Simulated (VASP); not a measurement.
Input of a VASP 6.6.1 run:

INCAR

```
SYSTEM = TiB2
PREC     = Accurate       ! precision mode
ENCUT    = 520            ! plane-wave cutoff, eV
EDIFF    = 1E-7           ! SCF threshold, eV
ISMEAR   = -1             ! smearing method
SIGMA    = 0.08           ! smearing width, eV
LREAL    = .False.        ! projectors in reciprocal space
LASPH    = .True.         ! aspherical terms in the spheres
NELM     = 60             ! most SCF steps
ALGO     = Normal         ! electronic algorithm
ISIF     = 2              ! what is computed and relaxed
LWAVE    = .False.        ! write WAVECAR
LCHARG   = .False.        ! write CHGCAR
GGA      = PE             ! functional
NBANDS   = 16             ! bands
```

KPOINTS

```
regular mesh
0
Gamma
  15 15 13
  0 0 0
```

File POSCAR:

```
TiB2
1.0
    3.0897821656      0.0000000000      0.0000000000
   -1.5448910828      2.6758298476      0.0000000000
    0.0000000000      0.0000000000      3.2284000000
Ti B
1 2
Direct
    0.0000000000      0.0000000000      0.0000000000
    0.3333333333      0.6666666667      0.5000000000
    0.6666666667      0.3333333333      0.5000000000
```

Potentials or basis: VASP PAW PBE potentials, release 64 (Ti_sv, B).

Run with:

```bash
$ cat potpaw_PBE.64/Ti_sv/POTCAR potpaw_PBE.64/B/POTCAR > POTCAR
$ mpirun -np 1 vasp_std > vasp.out
```

Task: Estimate the pressure.

Result: -9.6 GPa.

Task: What does it give for the band gap on the k mesh?

Result: Zero (band 9 reaches 9.92 eV, above the bottom of band 10 at 9.30 eV).

Stress tensor (GPa, compression positive):
```
-12.47   0.00   0.00
  0.00 -12.47   0.00
  0.00   0.00  -3.96
```

Caveat: the cell differs from its parent crystal (equal xx and yy strain of +2 %).
